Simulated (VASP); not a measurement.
# ScAl3 (Pm-3m) in VASP: notebook

The runs below take ScAl3 through single point, relaxation of cell and atoms, with PBEsol.

Program: VASP 6.6.1. These are calculated values, not measurements. Logs are shortened: lines on timing, memory, paths and dates and some standing lists are left out, and cuts for length are marked.

## (1) The cell of the first run

It takes space group Pm-3m (No. 221, cubic). Conventional cell: a = 4.072 Å, b = 4.072 Å, c = 4.072 Å, α = 90.00°, β = 90.00°, γ = 90.00°. Al (site symmetry 4/mmm) has 8 Al at 2.88 Å and 4 Sc at 2.88 Å within 3.8 Å. Sc (site symmetry m-3m) has 12 Al at 2.88 Å within 3.8 Å.

## (2) Single point, PBEsol

Input file INCAR:

```
PREC = Accurate
ENCUT = 520
EDIFF = 1E-6
ISMEAR = 0
SIGMA = 0.1
LREAL = False
LASPH = True
NELM = 60
ALGO = Fast
ISIF = 2
LWAVE = False
LCHARG = False
GGA = PS
NBANDS = 18
```

Input file KPOINTS:

```
regular mesh
0
Gamma
  12 12 12
```

Input file POSCAR:

```
ScAl3
1.0
    4.0718163701      0.0000000000      0.0000000000
    0.0000000000      4.0718163701      0.0000000000
    0.0000000000      0.0000000000      4.0718163701
Al Sc
3 1
Direct
    0.0000000000      0.5000000000      0.5000000000
    0.5000000000      0.0000000000      0.5000000000
    0.5000000000      0.5000000000      0.0000000000
    0.0000000000      0.0000000000      0.0000000000
```

Potentials or basis: VASP PAW PBE potentials, release 64 (Al, Sc_sv).

Launch:

```console
cat potpaw_PBE.64/Al/POTCAR potpaw_PBE.64/Sc_sv/POTCAR > POTCAR
mpirun -np 1 vasp_std > vasp.out
```

OUTCAR:

```text
PREC = Accurate
   ENCUT = 520
   EDIFF = 1E-6
   ISMEAR = 0
   LREAL = False
   LASPH = True
   NELM = 60
   ISIF = 2
   GGA = PS

 ion  position               nearest neighbor table
   1  0.000  0.500  0.500-   2 2.88   3 2.88   4 2.88   3 2.88   4 2.88   2 2.88   4 2.88   4 2.88
                             2 2.88   3 2.88   3 2.88   2 2.88
   2  0.500  0.000  0.500-   1 2.88   3 2.88   4 2.88   3 2.88   4 2.88   1 2.88   3 2.88   3 2.88
                             1 2.88   4 2.88   4 2.88   1 2.88
   3  0.500  0.500  0.000-   1 2.88   2 2.88   4 2.88   1 2.88   2 2.88   2 2.88   4 2.88   2 2.88
                             1 2.88   4 2.88   1 2.88   4 2.88
   4  0.000  0.000  0.000-   1 2.88   2 2.88   3 2.88   1 2.88   2 2.88   1 2.88   3 2.88   1 2.88
                             2 2.88   3 2.88   2 2.88   3 2.88

  LATTYP: Found a simple cubic cell.
 ALAT       =     4.0718163701

  Lattice vectors:

 A1 = (   4.0718163701,   0.0000000000,   0.0000000000)
 A2 = (   0.0000000000,   4.0718163701,   0.0000000000)
 A3 = (   0.0000000000,   0.0000000000,   4.0718163701)

Analysis of symmetry for initial positions (statically):
=====================================================================
 Subroutine PRICEL returns:
 Original cell was already a primitive cell.

 Routine SETGRP: Setting up the symmetry group for a
 simple cubic supercell.

 Subroutine GETGRP returns: Found 48 space group operations
 (whereof 48 operations were pure point group operations)
 out of a pool of 48 trial point group operations.

The static configuration has the point symmetry O_h .

Analysis of symmetry for dynamics (positions and initial velocities):
=====================================================================
 Subroutine PRICEL returns:
 Original cell was already a primitive cell.

 Routine SETGRP: Setting up the symmetry group for a
 simple cubic supercell.

 Subroutine GETGRP returns: Found 48 space group operations
 (whereof 48 operations were pure point group operations)
 out of a pool of 48 trial point group operations.

The dynamic configuration has the point symmetry O_h .

 Subroutine INISYM returns: Found 48 space group operations
 (whereof 48 operations are pure point group operations),
 and found     1 'primitive' translations

----------------------------------------------------------------------------------------

                                     Primitive cell

  volume of cell :      67.5094

  direct lattice vectors                    reciprocal lattice vectors
     4.071816370  0.000000000  0.000000000     0.245590643  0.000000000  0.000000000
     0.000000000  4.071816370  0.000000000     0.000000000  0.245590643  0.000000000
     0.000000000  0.000000000  4.071816370     0.000000000  0.000000000  0.245590643

  length of vectors
     4.071816370  4.071816370  4.071816370     0.245590643  0.245590643  0.245590643

  position of ions in fractional coordinates (direct lattice)
     0.000000000  0.500000000  0.500000000
     0.500000000  0.000000000  0.500000000
     0.500000000  0.500000000  0.000000000
     0.000000000  0.000000000  0.000000000

  ion indices of the primitive-cell ions
   primitive index   ion index
                 1           1
                 2           2
                 3           3
                 4           4

----------------------------------------------------------------------------------------

 KPOINTS: regular mesh

Automatic generation of k-mesh.
 Grid dimensions read from file:
 generate k-points for:   12   12   12

 Generating k-lattice:

  Cartesian coordinates                     Fractional coordinates (reciprocal lattice)
     0.020465887  0.000000000  0.000000000     0.083333333  0.000000000  0.000000000
     0.000000000  0.020465887  0.000000000     0.000000000  0.083333333  0.000000000
     0.000000000  0.000000000  0.020465887     0.000000000  0.000000000  0.083333333

  Length of vectors
     0.020465887  0.020465887  0.020465887

  Shift w.r.t. Gamma in fractional coordinates (k-lattice)
     0.000000000  0.000000000  0.000000000

 Subroutine IBZKPT returns following result:
 ===========================================

 Found     84 irreducible k-points:

 Following reciprocal coordinates:
            Coordinates               Weight
  0.000000  0.000000  0.000000      1.000000
  0.083333  0.000000  0.000000      6.000000
  0.166667  0.000000  0.000000      6.000000
  0.250000  0.000000  0.000000      6.000000
  0.333333  0.000000  0.000000      6.000000
  0.416667  0.000000  0.000000      6.000000
[... 16 lines left out ...]
  0.333333  0.333333  0.000000     12.000000
  0.416667  0.333333  0.000000     24.000000
 [... further k-points ...]
   k-points           NKPTS =     84   k-points in BZ     NKDIM =     84   number of bands    NBANDS=     18
   number of dos      NEDOS =    301   number of ions     NIONS =      4
   total plane-waves  NPLWV =  27000
   dimension x,y,z NGX =    30 NGY =   30 NGZ =   30
   dimension x,y,z NGXF=    60 NGYF=   60 NGZF=   60
   ions per type =               3   1
   NGX,Y,Z   is equivalent  to a cutoff of  12.25, 12.25, 12.25 a.u.
   NGXF,Y,Z  is equivalent  to a cutoff of  24.50, 24.50, 24.50 a.u.
 SYSTEM =  unknown system
   PREC   = accura    normal or accurate (medium, high low for compatibility)
   ISTART =      0    job   : 0-new  1-cont  2-samecut
   ICHARG =      2    charge: 1-file 2-atom 10-const
   ISPIN  =      1    spin polarized calculation?
   LNONCOLLINEAR =      F non collinear calculations
   LSORBIT =      F    spin-orbit coupling
   LASPH  =      T    aspherical Exc in radial PAW
   ENCUT  =  520.0 eV  38.22 Ry    6.18 a.u.   7.57  7.57  7.57*2*pi/ulx,y,z
   NELM   =     60;   NELMIN=  2; NELMDL= -5     # of ELM steps
   EDIFF  = 0.1E-05   stopping-criterion for ELM
   LREAL  =      F    real-space projection
   EDIFFG = 0.1E-04   stopping-criterion for IOM
   NSW    =      0    number of steps for IOM
   IBRION =     -1    ionic relax: 0-MD 1-quasi-New 2-CG
   NFREE  =      0    steps in history (QN), initial steepest desc. (CG)
   ISIF   =      2    stress and relaxation
   ISYM   =      2    0-nonsym 1-usesym 2-fastsym
   POTIM  = 0.5000    time-step for ionic-motion
   TEBEG  =    0.0;   TEEND  =   0.0 temperature during run
   PSTRESS=    0.0 pullay stress
   NELECT =      20.0000    total number of electrons
   NUPDOWN=      -1.0000    fix difference up-down
   EMIN   =  10.00;   EMAX   =-10.00  energy-range for DOS
   EFERMI =   0.00;   METHOD = LEGACY
   ISMEAR =     0;   SIGMA  =   0.10  broadening in eV -4-tet -1-fermi 0-gaus
   EFERMI_NEDOS =   21; number of points for ismear=-14 and -15
   IALGO  =     68    algorithm
   IMIX   =      4    mixing-type and parameters
     AMIX     =   0.40;   BMIX     =  1.00
     AMIX_MAG =   1.60;   BMIX_MAG =  1.00
  volume/ion in A,a.u.               =      16.88       113.89
  Fermi-wavevector in a.u.,A,eV,Ry     =   1.091348  2.062349 16.205093  1.191041
  Thomas-Fermi vector in A             =   2.227591
   LORBIT       =      0    0 simple, 1 ext, 2 COOP (PROOUT), +10 PAW based schemes
   GGA     = PS    functional components
   LHFCALC =     F    Hartree Fock is set to
   AEXX    =    0.0000 exact exchange contribution
   IVDW    =     0    specifies the selected vdW correction
   LEPSILON=     F    determine dielectric tensor
   LRPA    =     F    only Hartree local field effects (RPA)
 non-spin polarized calculation
 RMM-DIIS sequential band-by-band and
 Gauss-broadening in eV      SIGMA  =   0.10
  energy-cutoff  :      520.00
  volume of cell :       67.51
 maximum number of plane-waves:      1856
   NGX = 15   NGY = 15   NGZ = 15

 number of electron      19.9999997 magnetization

 Free energy of the ion-electron system (eV)
  ---------------------------------------------------
  ext. energy  EPLUGINS =         0.00000000
  ---------------------------------------------------
  free energy    TOTEN  =       -20.76796629 eV

  energy without entropy =      -20.76144847  energy(sigma->0) =      -20.76470738

 E-fermi :   7.3212     XC(G=0): -10.5449

 val. band max:        7.2779703421   @ k =   0.2500   0.0833   0.0000
 cond. band min:       7.3264117466   @ k =   0.3333   0.2500   0.0000
 fundamental gap:      0.0484414046
 Fermi energy:         7.3212488198

 k-point     1 :       0.0000    0.0000    0.0000
  band No.  band energies     occupation
      1     -41.3951      2.00000
      2     -20.1983      2.00000
      3     -20.1983      2.00000
      4     -20.1983      2.00000
      5      -2.7758      2.00000
      6       4.6686      2.00000
[... 10 lines left out ...]
     17      12.6724      0.00000
     18      12.6724      0.00000

 k-point     2 :       0.0833    0.0000    0.0000
  band No.  band energies     occupation
      1     -41.3950      2.00000
      2     -20.2007      2.00000
      3     -20.1981      2.00000
      4     -20.1981      2.00000
      5      -2.7110      2.00000
      6       4.0795      2.00000
[... 10 lines left out ...]
     17      12.7320      0.00000
     18      12.7414      0.00000

 k-point     3 :       0.1667    0.0000    0.0000
  band No.  band energies     occupation
      1     -41.3948      2.00000
      2     -20.2072      2.00000
      3     -20.1976      2.00000
      4     -20.1976      2.00000
      5      -2.5179      2.00000
      6       3.1330      2.00000
[... 10 lines left out ...]
     17      12.7231      0.00000
     18      12.7282      0.00000

 k-point     4 :       0.2500    0.0000    0.0000
  band No.  band energies     occupation
      1     -41.3944      2.00000
      2     -20.2160      2.00000
      3     -20.1969      2.00000
      4     -20.1969      2.00000
      5      -2.2012      2.00000
      6       2.1597      2.00000
[... 375 lines left out ...]
      4     -20.1942      2.00000
      5      -0.4302      2.00000
      6       0.5190      2.00000
[... 10 lines left out ...]
     17      12.5321      0.00000
     18      12.6506      0.00000

 k-point    23 :       0.3333    0.3333    0.0000
  band No.  band energies     occupation
      1     -41.3930      2.00000
      2     -20.2219      2.00000
      3     -20.2210      2.00000
      4     -20.1942      2.00000
      5      -0.8462      2.00000
      6       2.0545      2.00000
[... 10 lines left out ...]
     17      11.6890      0.00000
     18      13.7166      0.00000

 k-point    24 :       0.4167    0.3333    0.0000
  band No.  band energies     occupation
      1     -41.3928      2.00000
      2     -20.2276      2.00000
      3     -20.2206      2.00000
      4     -20.1938      2.00000
      5      -0.3900      2.00000
      6       1.3276      2.00000
[... 10 lines left out ...]
     17      11.7791      0.00000
     18      13.3237      0.00000

 [... further k-points ...]

------------------------ aborting loop because EDIFF is reached ----------------------------------------

  FORCE on cell =-STRESS in cart. coord.  units (eV):
  Direction    XX          YY          ZZ          XY          YZ          ZX
  --------------------------------------------------------------------------------------
  -------------------------------------------------------------------------------------
  Total        0.0495564      0.0495564      0.0495564     -0.0000000      0.0000000     -0.0000000
  in kB        1.1761032      1.1761032      1.1761032     -0.0000000      0.0000000     -0.0000000
  external PRESSURE =       1.1761032 kB  Pullay stress =       0.0000000 kB

 VOLUME and BASIS-vectors are now :
 -----------------------------------------------------------------------------
  energy-cutoff  :      520.00
  volume of cell :       67.51
      direct lattice vectors                 reciprocal lattice vectors
     4.071816370  0.000000000  0.000000000     0.245590643  0.000000000  0.000000000
     0.000000000  4.071816370  0.000000000     0.000000000  0.245590643  0.000000000
     0.000000000  0.000000000  4.071816370     0.000000000  0.000000000  0.245590643

 POSITION                                       TOTAL-FORCE (eV/Angst)
 -----------------------------------------------------------------------------------
      0.00000      2.03591      2.03591         0.000000      0.000000      0.000000
      2.03591      0.00000      2.03591         0.000000      0.000000      0.000000
      2.03591      2.03591      0.00000         0.000000      0.000000      0.000000
      0.00000      0.00000      0.00000         0.000000      0.000000      0.000000
 -----------------------------------------------------------------------------------
    total drift:                               -0.000000     -0.000000      0.000000

  FREE ENERGIE OF THE ION-ELECTRON SYSTEM (eV)
  ---------------------------------------------------
  free  energy   TOTEN  =       -20.7679662852 eV

  energy  without entropy=      -20.7614484722  energy(sigma->0) =      -20.76470738
```

Run time: 2.1 min. Hardware: 1 thread of Oxide Virtual Turin-like, shared host; peak memory 0.19 GiB.

What came out:

```
Free energy            : -20.7680 eV
Pressure               : 0.1 GPa
Band gap on the k mesh : zero (band 10 reaches 8.26 eV, above the bottom of band 11 at 4.35 eV)
```

Caveat: the PAW data sets were made with another functional, which shifts forces and pressure a little.

## (3) Relaxation of cell and atoms, PBEsol

This run uses another cell than the first one, of 17.23 Å³/atom, 1.021 times its volume.

Input file INCAR:

```
ALGO = Normal
EDIFF = 1E-7
EDIFFG = -0.003
ENCUT = 600
GGA = PS
IBRION = 2
ISIF = 3
ISMEAR = 0
LASPH = True
LCHARG = False
LREAL = False
LWAVE = False
NELM = 60
NSW = 80
PREC = Accurate
SIGMA = 0.1
```

Input file KPOINTS:

```
k-points
0
Gamma
  12 12 12
```

Input file POSCAR:

```
ScAl3
1.0
    4.1000000000      0.0000000000      0.0000000000
    0.0000000000      4.1000000000      0.0000000000
    0.0000000000      0.0000000000      4.1000000000
Al Sc
3 1
Direct
    0.0000000000      0.5000000000      0.5000000000
    0.5000000000      0.0000000000      0.5000000000
    0.5000000000      0.5000000000      0.0000000000
    0.0000000000      0.0000000000      0.0000000000
```

Potentials or basis: VASP PAW PBE potentials, release 64 (Al, Sc_sv).

Launch:

```console
cat potpaw_PBE.64/Al/POTCAR potpaw_PBE.64/Sc_sv/POTCAR > POTCAR
mpirun -np 1 vasp_std > vasp.out
```

Run time: 5.1 min. Hardware: 1 thread of Oxide Virtual Turin-like, shared host; peak memory 0.25 GiB.

It converged, with:

- Free energy: -20.7690 eV
- Relaxed volume: 16.90 Å³/atom
- Relaxed cell: a = 4.074 Å, b = 4.074 Å, c = 4.074 Å, α = 90.00°, β = 90.00°, γ = 90.00°
- Space group after relaxing (to 0.05 Å): Pm-3m (No. 221)
- Energy gained by relaxing: 1.8 meV/atom
- Ionic steps: 3
- Pressure after relaxing: 0.0 GPa
- Band gap on the k mesh: zero (band 10 reaches 8.24 eV, above the bottom of band 11 at 4.34 eV)

The path:
```
step  energy change (eV)  largest force (eV/Å)  pressure (GPa)  volume (Å³)
   1              0.0000                0.0000           -1.70        68.92
   2             -0.0060                0.0000            0.69        67.11
   3             -0.0071                0.0000            0.00        67.61
```

Final structure:
```
CELL_PARAMETERS angstrom
4.07377 0.00000 0.00000
0.00000 4.07377 0.00000
0.00000 0.00000 4.07377
ATOMIC_POSITIONS crystal
Al 0.00000 0.50000 0.50000
Al 0.50000 0.00000 0.50000
Al 0.50000 0.50000 0.00000
Sc 0.00000 0.00000 0.00000
```

Levels at points of the mesh, in eV from the Fermi level:
| k point | band 8 | band 9 | band 10 | band 11 | band 12 | band 13 |
| --- | --- | --- | --- | --- | --- | --- |
| (0.00, 0.00, 0.00) | -1.82 | -1.82 | -1.82 | 1.21 | 1.29 | 1.29 |
| (0.50, 0.00, 0.00) | -1.74 | -1.52 | 0.93 | 1.01 | 1.01 | 1.33 |
| (0.50, 0.50, 0.00) | -4.40 | -0.56 | -0.56 | 1.20 | 1.36 | 2.07 |
| (0.50, 0.50, 0.50) | -4.53 | -2.97 | -2.97 | -2.97 | 0.93 | 2.62 |

Caveat: the PAW data sets were made with another functional, which shifts forces and pressure a little.
